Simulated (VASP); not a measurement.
Write the native input for VASP 6.6.1 that does the following.

```yaml
Task: single point
Functional: PBE
Potentials_or_basis: VASP PAW PBE potentials, release 64 (W_sv, C)
Cutoff: 600 eV
k_mesh: 3 × 3 × 2
Occupations: gaussian, width 0.1 eV
Spin: no spin polarisation
Dipole_correction: no
Further_INCAR_settings: ALGO = Normal; EDIFF = 1e-06; NBANDS = 23
```

The structure of W2C lies in POSCAR:

```
W2C
1.0
    3.0700456420      0.0000000000      0.0000000000
   -1.5350228210      2.6587375167      0.0000000000
    0.0000000000      0.0000000000      4.6784280000
W C
2 1
Direct
    0.3333333333      0.6666666667      0.7463310000
    0.6666666667      0.3333333333      0.2536690000
    0.0000000000      0.0000000000      0.0000000000
```

These files were run (other wordings do the same):

INCAR

```
ALGO = Normal
EDIFF = 1E-6
ENCUT = 600
GGA = PE
GGA_COMPAT = False
ISIF = 2
ISMEAR = 0
LASPH = True
LCHARG = False
LREAL = False
LWAVE = False
NBANDS = 23
NELM = 120
PREC = Accurate
SIGMA = 0.1
```

KPOINTS

```
k-points
0
Gamma
  3 3 2
```

Potentials or basis: VASP PAW PBE potentials, release 64 (W_sv, C).

Launch:

```bash
$ cat potpaw_PBE.64/W_sv/POTCAR potpaw_PBE.64/C/POTCAR > POTCAR
$ mpirun -np 1 vasp_std > vasp.out
```

It gave:

* Pressure: 2.4 GPa
* Largest force: 0.628 eV/Å
* Band gap on the k mesh: zero (band 16 reaches 12.46 eV, above the bottom of band 17 at 10.48 eV)

Caveat: the k points lie up to 0.79 Å⁻¹ apart; spin-orbit coupling is left out, which moves the levels of the heavy elements.

Wall time 14 s on 1 thread of Intel Xeon 8259CL, with other jobs on the host, peak memory 0.18 GiB.
